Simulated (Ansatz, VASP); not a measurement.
Two plane-wave programs on ZnAu

File INCAR:

```
PREC = Accurate ; ENCUT = 520
EDIFF = 1E-7 ; ISMEAR = 0
SIGMA = 0.1 ; LREAL = F
LASPH = T ; NELM = 100
ALGO = Fast ; ISIF = 2
LWAVE = F ; LCHARG = T
GGA = PE ; LELF = T
LVHAR = T ; NBANDS = 18
```

KPOINTS

```
Automatic mesh
0
Gamma
  8 8 8
```

File POSCAR:

```
ZnAu
1.0
    3.1500525100      0.0000000000      0.0000000000
    0.0000000000      3.1500525100      0.0000000000
    0.0000000000      0.0000000000      3.1500525100
Zn Au
1 1
Direct
    0.4952534464      0.5007384886      0.4907031126
    0.0147200704      0.0001612131     -0.0076997901
```

Input for Ansatz:

```yaml
crystal:
  lattice:
    - [3.15005251, 0.0, 0.0]
    - [0.0, 3.15005251, 0.0]
    - [0.0, 0.0, 3.15005251]
  atoms:
    - { symbol: Zn, position: [0.4952534464, 0.5007384886, 0.4907031126] }
    - { symbol: Au, position: [0.0147200704, 0.0001612131, -0.0076997901] }
basis:
  ecutwfc: 420
kpoints:
  mp_grid: { grid: [8, 8, 8] }
hamiltonian:
  xc: pbe
scf:
  occupations: { method: gaussian, width: 0.1 }
  max_iter: 30
  convergence: { dr2_threshold: "1e-9 eV" }
output:
  forces: true
  stress: true
  eigenvalues: true
```

Alike in both runs: task single point; functional PBE; k mesh 8 × 8 × 8; occupations gaussian, width 0.1 eV; no spin polarisation.

|  | VASP | Ansatz |
| --- | --- | --- |
| version | VASP 6.6.1 | Ansatz 0.2.0 |
| potentials or method | VASP PAW PBE potentials, release 64 (Zn, Au), cutoff 520 eV | scalar-relativistic, plane waves, PAW |
| valence electrons in the cell | 23 | 31 |

|  | VASP | Ansatz | Ansatz less VASP |
| --- | --- | --- | --- |
| gap on the k mesh at the Fermi level (eV) | none | none | - |
| pressure (GPa) | 5.0 | 4.9 | -0.14 |
| traceless stress, the component that is largest in VASP (GPa) | -0.11 | -0.11 | 0.000 |
| rms of the force components (eV/Å) | 0.136 | 0.134 | -0.0020 |

Atom by atom the forces differ by 0.002 eV/Å (rms over components). A gap of «none» marks a metal or a gap that the smearing closes. The functional is the same, so the differences come from potentials, cutoffs and numerics. VASP's potentials hold 23 valence electrons a cell and Ansatz's 31, so a difference there can come from the potentials and not from the codes. Ansatz's warnings: stress scf threshold loose.

Neither program's run includes spin-orbit coupling.
